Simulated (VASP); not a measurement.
Here is a VASP 6.6.1 calculation.

The input INCAR:

```
SYSTEM = P
PREC = Accurate
ENCUT = 520
EDIFF = 1E-7
ISMEAR = 0
SIGMA = 0.02
LREAL = .False.
LASPH = .True.
NELM = 100
ALGO = Normal
ISIF = 2
LWAVE = .False.
LCHARG = .False.
LDIPOL = .True.
IDIPOL = 3
DIPOL = 0.5 0.5 0.500
GGA = PE
IVDW = 12
NBANDS = 12
```

Contents of KPOINTS:

```
Automatic mesh
0
Gamma
  9 9 1
  0 0 0
```

The input POSCAR:

```
P
1.0
    3.3191363518      0.0000000000      0.0000000000
   -1.6595681759      2.8744563993      0.0000000000
    0.0000000000      0.0000000000     28.0000000000
P
2
Direct
    0.3333333333      0.6666666667      0.5219780599
    0.6666666667      0.3333333333      0.4780219401
```

Potentials or basis: VASP PAW PBE potentials, release 64 (P).

The run is started by

```sh
$ cat potpaw_PBE.64/P/POTCAR > POTCAR
$ mpirun -np 1 vasp_std > vasp.out
```

Problem. Estimate the dispersion energy per atom.

Solution. -0.205 eV.

Problem. Predict the band gap on the k mesh.

Solution. 1.91 eV, indirect (least direct gap 2.17 eV).

Forces in eV/Å, atoms in the order of the input:
```
P    0.000  0.000 -0.075
P    0.000  0.000  0.075
```

Caveat: the cell differs from its parent crystal (biaxial strain +0.020, then relaxed in part).
